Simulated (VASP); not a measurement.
SiC (Moissanite): single point with LDA

Crystal: SiC (Moissanite).

```
Si C
1.0
     3.05638    0.00000    0.00000
    -1.52819    2.64690    0.00000
     0.00000    0.00000    5.01592
Si C
2 2
Direct
  0.33333 0.66667 0.00459
  0.66667 0.33333 0.50459
  0.33333 0.66667 0.38041
  0.66667 0.33333 0.88041
```

```json
{
  "Program": "VASP 6.6.1",
  "Task": "single point",
  "Functional": "LDA",
  "Potentials or basis": "VASP PAW LDA potentials, release 64 (Si, C)",
  "Cutoff": "520 eV",
  "k mesh": "12 × 12 × 6",
  "Occupations": "gaussian, width 0.02 eV",
  "Spin": "no spin polarisation"
}
```

```
Pressure               : 0.4 GPa
Band gap on the k mesh : 2.12 eV, indirect (least direct gap 3.91 eV)
```

Levels at points of the mesh, in eV from the valence-band top:
```csv
k point,band 5,band 6,band 7,band 8,band 9,band 10,band 11,band 12
"(0.00, 0.00, 0.00)",-1.33,-0.11,0.00,0.00,4.92,6.42,6.67,6.67
"(0.50, 0.00, 0.00)",-5.51,-3.37,-3.36,-1.20,2.71,4.16,6.95,7.11
"(0.00, 0.00, 0.50)",-0.72,-0.72,-0.72,-0.72,6.00,6.00,7.35,7.35
"(0.50, 0.00, 0.50)",-2.48,-2.48,-2.35,-2.35,3.25,3.25,5.23,5.23
```

It took 43 s on 1 thread of Intel Xeon 8259CL, on a shared host, peak memory 0.16 GiB.

A k mesh can miss the band edges.
